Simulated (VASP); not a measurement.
# AgCl (Fm-3m) in VASP: a series of runs

The runs below take AgCl through single point, with PBE-based global hybrid with 75 % exact exchange, HSE06.

Program: VASP 6.6.1. These are calculated values, not measurements. Logs are shortened: lines on timing, memory, paths and dates and some standing lists are left out, and cuts for length are marked.

**1. The cell of the first run**

It takes space group Fm-3m (No. 225, cubic). The conventional cell has a = 5.546 Å, b = 5.546 Å, c = 5.546 Å, α = 90.00°, β = 90.00°, γ = 90.00°. Ag (site symmetry m-3m) has 6 Cl at 2.77 Å within 3.7 Å. Within 3.7 Å of Cl (site symmetry m-3m) lie 6 Ag at 2.77 Å.

**2. Single point, PBE-based global hybrid with 75 % exact exchange**

Contents of POSCAR:

```
AgCl
1.0
    0.0000000000      2.7731838126      2.7731838126
    2.7731838126      0.0000000000      2.7731838126
    2.7731838126      2.7731838126      0.0000000000
Ag Cl
1 1
Direct
    0.0000000000      0.0000000000      0.0000000000
    0.5000000000      0.5000000000      0.5000000000
```

Contents of INCAR.step1:

```
PREC     = Accurate       # precision mode
ENCUT    = 520            # plane-wave cutoff, eV
EDIFF    = 1E-5           # SCF threshold, eV
ISMEAR   = 0              # smearing method
SIGMA    = 0.01           # smearing width, eV
LREAL    = F              # projectors in reciprocal space
LASPH    = T              # aspherical terms in the spheres
NELM     = 60             # most SCF steps
ALGO     = Normal         # electronic algorithm
ISIF     = 2              # what is computed and relaxed
LWAVE    = T              # write WAVECAR
LCHARG   = F              # write CHGCAR
GGA      = PE             # functional
NBANDS   = 16             # bands
```

Contents of INCAR.step2:

```
PREC     = Accurate       # precision mode
ENCUT    = 520            # plane-wave cutoff, eV
EDIFF    = 1E-7           # SCF threshold, eV
ISMEAR   = 0              # smearing method
SIGMA    = 0.01           # smearing width, eV
LREAL    = F              # projectors in reciprocal space
LASPH    = T              # aspherical terms in the spheres
NELM     = 60             # most SCF steps
ALGO     = Normal         # electronic algorithm
ISIF     = 2              # what is computed and relaxed
LWAVE    = F              # write WAVECAR
LCHARG   = F              # write CHGCAR
GGA      = PE             # functional
LHFCALC  = T              # exact exchange
AEXX     = 0.75           # exact-exchange fraction
PRECFOCK = Normal       
ISTART   = 1            
NBANDS   = 16             # bands
```

Contents of KPOINTS:

```
regular mesh
0
Gamma
  4 4 4
```

Potentials or basis: VASP PAW PBE potentials, release 64 (Ag, Cl).

The run is started by

```
$ cat potpaw_PBE.64/Ag/POTCAR potpaw_PBE.64/Cl/POTCAR > POTCAR
$ cp INCAR.step1 INCAR
$ mpirun -np 1 vasp_std > vasp.out
$ cp INCAR.step2 INCAR
$ mpirun -np 1 vasp_std > vasp.out
```

OUTCAR:

```text
PREC = Accurate
   ENCUT = 520
   EDIFF = 1E-7
   ISMEAR = 0
   LREAL = F
   LASPH = T
   NELM = 60
   ISIF = 2
   GGA = PE
   LHFCALC = T
   AEXX = 0.75
   PRECFOCK = Normal
   ISTART = 1

 ion  position               nearest neighbor table
   1  0.000  0.000  0.000-   2 2.77   2 2.77   2 2.77   2 2.77   2 2.77   2 2.77
   2  0.500  0.500  0.500-   1 2.77   1 2.77   1 2.77   1 2.77   1 2.77   1 2.77

  LATTYP: Found a face centered cubic cell.
 ALAT       =     5.5463676252

  Lattice vectors:

 A1 = (   0.0000000000,   2.7731838126,   2.7731838126)
 A2 = (   2.7731838126,   0.0000000000,   2.7731838126)
 A3 = (   2.7731838126,   2.7731838126,   0.0000000000)

Analysis of symmetry for initial positions (statically):
=====================================================================
 Subroutine PRICEL returns:
 Original cell was already a primitive cell.

 Routine SETGRP: Setting up the symmetry group for a
 face centered cubic supercell.

 Subroutine GETGRP returns: Found 48 space group operations
 (whereof 48 operations were pure point group operations)
 out of a pool of 48 trial point group operations.

The static configuration has the point symmetry O_h .

Analysis of symmetry for dynamics (positions and initial velocities):
=====================================================================
 Subroutine PRICEL returns:
 Original cell was already a primitive cell.

 Routine SETGRP: Setting up the symmetry group for a
 face centered cubic supercell.

 Subroutine GETGRP returns: Found 48 space group operations
 (whereof 48 operations were pure point group operations)
 out of a pool of 48 trial point group operations.

The dynamic configuration has the point symmetry O_h .

 Subroutine INISYM returns: Found 48 space group operations
 (whereof 48 operations are pure point group operations),
 and found     1 'primitive' translations

----------------------------------------------------------------------------------------

                                     Primitive cell

  volume of cell :      42.6546

  direct lattice vectors                    reciprocal lattice vectors
     0.000000000  2.773183813  2.773183813    -0.180298182  0.180298182  0.180298182
     2.773183813  0.000000000  2.773183813     0.180298182 -0.180298182  0.180298182
     2.773183813  2.773183813  0.000000000     0.180298182  0.180298182 -0.180298182

  length of vectors
     3.921874159  3.921874159  3.921874159     0.312285612  0.312285612  0.312285612

  position of ions in fractional coordinates (direct lattice)
     0.000000000  0.000000000  0.000000000
     0.500000000  0.500000000  0.500000000

  ion indices of the primitive-cell ions
   primitive index   ion index
                 1           1
                 2           2

----------------------------------------------------------------------------------------

 KPOINTS: regular mesh

Automatic generation of k-mesh.
 Grid dimensions read from file:
 generate k-points for:    4    4    4

 Generating k-lattice:

  Cartesian coordinates                     Fractional coordinates (reciprocal lattice)
    -0.045074546  0.045074546  0.045074546     0.250000000  0.000000000  0.000000000
     0.045074546 -0.045074546  0.045074546     0.000000000  0.250000000  0.000000000
     0.045074546  0.045074546 -0.045074546     0.000000000  0.000000000  0.250000000

  Length of vectors
     0.078071403  0.078071403  0.078071403

  Shift w.r.t. Gamma in fractional coordinates (k-lattice)
     0.000000000  0.000000000  0.000000000

 Subroutine IBZKPT returns following result:
 ===========================================

 Found      8 irreducible k-points:

 Following reciprocal coordinates:
            Coordinates               Weight
  0.000000  0.000000  0.000000      1.000000
  0.250000  0.000000  0.000000      8.000000
  0.500000  0.000000  0.000000      4.000000
  0.250000  0.250000  0.000000      6.000000
  0.500000  0.250000  0.000000     24.000000
 -0.250000  0.250000  0.000000     12.000000
  0.500000  0.500000  0.000000      3.000000
 -0.250000  0.500000  0.250000      6.000000
   k-points           NKPTS =      8   k-points in BZ     NKDIM =     64   number of bands    NBANDS=     16
   number of dos      NEDOS =    301   number of ions     NIONS =      2
   total plane-waves  NPLWV =  27000
   dimension x,y,z NGX =    30 NGY =   30 NGZ =   30
   dimension x,y,z NGXF=    60 NGYF=   60 NGZF=   60
   ions per type =               1   1
   NGX,Y,Z   is equivalent  to a cutoff of  12.72, 12.72, 12.72 a.u.
   NGXF,Y,Z  is equivalent  to a cutoff of  25.43, 25.43, 25.43 a.u.
 SYSTEM =  unknown system
   PREC   = accura    normal or accurate (medium, high low for compatibility)
   ISTART =      1    job   : 0-new  1-cont  2-samecut
   ICHARG =      0    charge: 1-file 2-atom 10-const
   ISPIN  =      1    spin polarized calculation?
   LNONCOLLINEAR =      F non collinear calculations
   LSORBIT =      F    spin-orbit coupling
   LASPH  =      T    aspherical Exc in radial PAW
   ENCUT  =  520.0 eV  38.22 Ry    6.18 a.u.   7.29  7.29  7.29*2*pi/ulx,y,z
   NELM   =     60;   NELMIN=  2; NELMDL=  0     # of ELM steps
   EDIFF  = 0.1E-06   stopping-criterion for ELM
   LREAL  =      F    real-space projection
   EDIFFG = 0.1E-05   stopping-criterion for IOM
   NSW    =      0    number of steps for IOM
   IBRION =     -1    ionic relax: 0-MD 1-quasi-New 2-CG
   NFREE  =      0    steps in history (QN), initial steepest desc. (CG)
   ISIF   =      2    stress and relaxation
   ISYM   =      3    0-nonsym 1-usesym 2-fastsym
   POTIM  = 0.5000    time-step for ionic-motion
   TEBEG  =    0.0;   TEEND  =   0.0 temperature during run
   PSTRESS=    0.0 pullay stress
   NELECT =      18.0000    total number of electrons
   NUPDOWN=      -1.0000    fix difference up-down
   EMIN   =  10.00;   EMAX   =-10.00  energy-range for DOS
   EFERMI =   0.00;   METHOD = LEGACY
   ISMEAR =     0;   SIGMA  =   0.01  broadening in eV -4-tet -1-fermi 0-gaus
   EFERMI_NEDOS =   21; number of points for ismear=-14 and -15
   IALGO  =     38    algorithm
   IMIX   =      1    mixing-type and parameters
     AMIX     =   0.40;   BMIX     =  1.00
     AMIX_MAG =   1.60;   BMIX_MAG =  1.00
  volume/ion in A,a.u.               =      21.33       143.92
  Fermi-wavevector in a.u.,A,eV,Ry     =   1.227940  2.320469 20.515350  1.507836
  Thomas-Fermi vector in A             =   2.362884
   LORBIT       =      0    0 simple, 1 ext, 2 COOP (PROOUT), +10 PAW based schemes
   GGA     = PE    functional components
   LHFCALC =     T    Hartree Fock is set to
   PRECFOCK=normal    Normal, Fast or Accurate (Low or Medium for compatibility)
   ENCUT4O =  -1.0   cutoff for four orbital integrals eV
   NKREDX  =     1    reduce k-point grid by
   NKREDY  =     1    reduce k-point grid by
   NKREDZ  =     1    reduce k-point grid by
   AEXX    =    0.7500 exact exchange contribution
   HFSCREEN=    0.0000 screening length (either q_TF or 0.3 A-1)
   HFSCREENC=   0.0000 screening length for correlation (either q_TF or 0.3 A-1)
   ENCUTFOCK=  -1.0 apply spherical cutoff to Coloumb kernel
   IVDW    =     0    specifies the selected vdW correction
   LEPSILON=     F    determine dielectric tensor
   LRPA    =     F    only Hartree local field effects (RPA)
 non-spin polarized calculation
 Gauss-broadening in eV      SIGMA  =   0.01
  energy-cutoff  :      520.00
  volume of cell :       42.65
 maximum number of plane-waves:      1174
 NGX is ok and might be reduce to    30
  NGX = 24; NGY = 24; NGZ = 24

 number of electron      18.0000005 magnetization

 Free energy of the ion-electron system (eV)
  ---------------------------------------------------
  ext. energy  EPLUGINS =         0.00000000
  ---------------------------------------------------
  free energy    TOTEN  =       -11.25413810 eV

  energy without entropy =      -11.25413810  energy(sigma->0) =      -11.25413810

 E-fermi :  -0.4824     XC(G=0):  -3.6204

 val. band max:       -0.6022642740   @ k =   0.5000   0.0000   0.0000
 cond. band min:       7.2402739422   @ k =   0.0000   0.0000   0.0000
 fundamental gap:      7.8425382162
 Fermi energy:        -0.4823741194

 k-point     1 :       0.0000    0.0000    0.0000
  band No.  band energies     occupation
      1     -19.1633      2.00000
      2      -4.3993      2.00000
      3      -4.3993      2.00000
      4      -4.3053      2.00000
      5      -4.3053      2.00000
      6      -4.3053      2.00000
[... 8 lines left out ...]
     15      21.1596      0.00000
     16      21.1596      0.00000

 k-point     2 :       0.2500    0.0000    0.0000
  band No.  band energies     occupation
      1     -18.9058      2.00000
      2      -5.3515      2.00000
      3      -5.3515      2.00000
      4      -5.2483      2.00000
      5      -4.1357      2.00000
      6      -4.1357      2.00000
[... 8 lines left out ...]
     15      19.2905      0.00000
     16      19.6053      0.00000

 k-point     3 :       0.5000    0.0000    0.0000
  band No.  band energies     occupation
      1     -18.6257      2.00000
      2      -6.3875      2.00000
      3      -5.9086      2.00000
      4      -5.9086      2.00000
      5      -3.9520      2.00000
      6      -3.9520      2.00000
[... 8 lines left out ...]
     15      21.1173      0.00000
     16      21.1173      0.00000

 k-point     4 :       0.2500    0.2500    0.0000
  band No.  band energies     occupation
      1     -18.8565      2.00000
      2      -5.9048      2.00000
      3      -4.4549      2.00000
      4      -4.4039      2.00000
      5      -4.4039      2.00000
      6      -4.3096      2.00000
[... 8 lines left out ...]
     15      21.7574      0.00000
     16      24.1548      0.00000

 k-point     5 :       0.5000    0.2500    0.0000
  band No.  band energies     occupation
      1     -18.6198      2.00000
      2      -5.7698      2.00000
      3      -5.4470      2.00000
      4      -5.4038      2.00000
      5      -4.1201      2.00000
      6      -3.9046      2.00000
[... 8 lines left out ...]
     15      21.7536      0.00000
     16      22.8100      0.00000

 k-point     6 :      -0.2500    0.2500    0.0000
  band No.  band energies     occupation
      1     -18.6715      2.00000
      2      -6.0539      2.00000
      3      -5.8177      2.00000
      4      -5.0261      2.00000
      5      -4.0421      2.00000
      6      -3.9907      2.00000
[... 8 lines left out ...]
     15      21.6377      0.00000
     16      23.3481      0.00000

 k-point     7 :       0.5000    0.5000    0.0000
  band No.  band energies     occupation
      1     -18.6121      2.00000
      2      -5.1362      2.00000
      3      -4.6033      2.00000
      4      -4.2186      2.00000
      5      -3.8254      2.00000
      6      -3.8254      2.00000
[... 8 lines left out ...]
     15      22.7220      0.00000
     16      22.7220      0.00000

 k-point     8 :      -0.2500    0.5000    0.2500
  band No.  band energies     occupation
      1     -18.5689      2.00000
      2      -5.6983      2.00000
      3      -5.0919      2.00000
      4      -5.0919      2.00000
      5      -3.9093      2.00000
      6      -3.8250      2.00000
[... 8 lines left out ...]
     15      20.8830      0.00000
     16      22.6739      0.00000

------------------------ aborting loop because EDIFF is reached ----------------------------------------

  FORCE on cell =-STRESS in cart. coord.  units (eV):
  Direction    XX          YY          ZZ          XY          YZ          ZX
  --------------------------------------------------------------------------------------
  -------------------------------------------------------------------------------------
  Total        0.0136410      0.0136410      0.0136410      0.0000000     -0.0000000      0.0000000
  in kB        0.5123794      0.5123794      0.5123794      0.0000000     -0.0000000      0.0000000
  external PRESSURE =       0.5123794 kB  Pullay stress =       0.0000000 kB

 VOLUME and BASIS-vectors are now :
 -----------------------------------------------------------------------------
  energy-cutoff  :      520.00
  volume of cell :       42.65
      direct lattice vectors                 reciprocal lattice vectors
     0.000000000  2.773183813  2.773183813    -0.180298182  0.180298182  0.180298182
     2.773183813  0.000000000  2.773183813     0.180298182 -0.180298182  0.180298182
     2.773183813  2.773183813  0.000000000     0.180298182  0.180298182 -0.180298182

 POSITION                                       TOTAL-FORCE (eV/Angst)
 -----------------------------------------------------------------------------------
      0.00000      0.00000      0.00000         0.000000      0.000000     -0.000000
      2.77318      2.77318      2.77318        -0.000000      0.000000      0.000000
 -----------------------------------------------------------------------------------
    total drift:                               -0.000000      0.000000      0.000000

  FREE ENERGIE OF THE ION-ELECTRON SYSTEM (eV)
  ---------------------------------------------------
  free  energy   TOTEN  =       -11.2541380953 eV

  energy  without entropy=      -11.2541380953  energy(sigma->0) =      -11.25413810
```

It took 17 min on 1 thread of AMD EPYC 7R43 (Zen 3), shared host; peak memory 0.14 GiB.

Results:

```yaml
Free_energy: -11.2541 eV
Pressure: 0.1 GPa
Band_gap_on_the_k_mesh: 7.84 eV (least direct gap 9.94 eV)
```

Levels at points of the mesh, in eV from the valence-band top:
| k point | band 5 | band 6 | band 7 | band 8 | band 9 | band 10 | band 11 | band 12 | band 13 | band 14 |
| --- | --- | --- | --- | --- | --- | --- | --- | --- | --- | --- |
| (0.00, 0.00, 0.00) | -3.70 | -3.70 | -2.10 | -2.10 | -2.10 | 7.84 | 18.02 | 18.02 | 18.02 | 18.94 |
| (0.50, 0.00, 0.00) | -3.35 | -3.35 | -2.61 | 0.00 | 0.00 | 10.79 | 14.74 | 14.93 | 14.93 | 20.86 |
| (0.50, 0.50, 0.00) | -3.22 | -3.22 | -3.20 | -3.00 | -3.00 | 9.77 | 14.48 | 16.05 | 19.62 | 19.62 |

Caveat: the k points lie up to 0.49 Å⁻¹ apart; the PAW data sets were made with another functional, which shifts forces and pressure a little. A k mesh can miss the band edges.

**3. Single point, HSE06**

POSCAR is that of step 2.

Contents of INCAR.step1:

```
SYSTEM = AgCl
PREC     = Accurate       ! precision mode
ENCUT    = 520            ! plane-wave cutoff, eV
EDIFF    = 1E-5           ! SCF threshold, eV
ISMEAR   = 0              ! smearing method
SIGMA    = 0.01           ! smearing width, eV
LREAL    = .False.        ! projectors in reciprocal space
LASPH    = .True.         ! aspherical terms in the spheres
NELM     = 80             ! most SCF steps
ALGO     = Normal         ! electronic algorithm
ISIF     = 2              ! what is computed and relaxed
LWAVE    = .True.         ! write WAVECAR
GGA      = PE             ! functional
NBANDS   = 16             ! bands
```

Contents of INCAR.step2:

```
SYSTEM = AgCl
PREC     = Accurate       ! precision mode
ENCUT    = 520            ! plane-wave cutoff, eV
EDIFF    = 1E-7           ! SCF threshold, eV
ISMEAR   = 0              ! smearing method
SIGMA    = 0.01           ! smearing width, eV
LREAL    = .False.        ! projectors in reciprocal space
LASPH    = .True.         ! aspherical terms in the spheres
NELM     = 80             ! most SCF steps
ALGO     = Normal         ! electronic algorithm
ISIF     = 2              ! what is computed and relaxed
LWAVE    = .False.        ! write WAVECAR
LCHARG   = .True.         ! write CHGCAR
GGA      = PE             ! functional
LHFCALC  = .True.         ! exact exchange
HFSCREEN = 0.2079         ! screening, 1/A
PRECFOCK = Normal       
LELF     = .True.         ! ELF
LVHAR    = .True.       
ISTART   = 1            
NBANDS   = 16             ! bands
```

Contents of KPOINTS:

```
Automatic mesh
0
Gamma
  4 4 4
  0 0 0
```

Potentials or basis: VASP PAW PBE potentials, release 64 (Ag, Cl).

The run is started by

```
$ cat potpaw_PBE.64/Ag/POTCAR potpaw_PBE.64/Cl/POTCAR > POTCAR
$ cp INCAR.step1 INCAR
$ mpirun -np 1 vasp_std > vasp.out
$ cp INCAR.step2 INCAR
$ mpirun -np 1 vasp_std > vasp.out
```

It took 13 min on 1 thread of AMD EPYC 7R43 (Zen 3), shared host; peak memory 0.23 GiB.

It converged, with:

- Free energy: -6.6303 eV
- Pressure: 1.4 GPa
- Band gap on the k mesh: 2.40 eV (least direct gap 4.63 eV)

Levels at points of the mesh, in eV from the valence-band top:
```csv
k point,band 7,band 8,band 9,band 10,band 11,band 12
"(0.00, 0.00, 0.00)",-2.24,-2.24,-2.24,2.40,12.44,12.44
"(0.50, 0.00, 0.00)",-2.05,0.00,0.00,5.63,8.46,9.28
"(0.50, 0.50, 0.00)",-2.36,-2.36,-2.29,4.00,9.40,10.33
```

Caveat: the k points lie up to 0.49 Å⁻¹ apart; the PAW data sets were made with another functional, which shifts forces and pressure a little. A k mesh can miss the band edges.
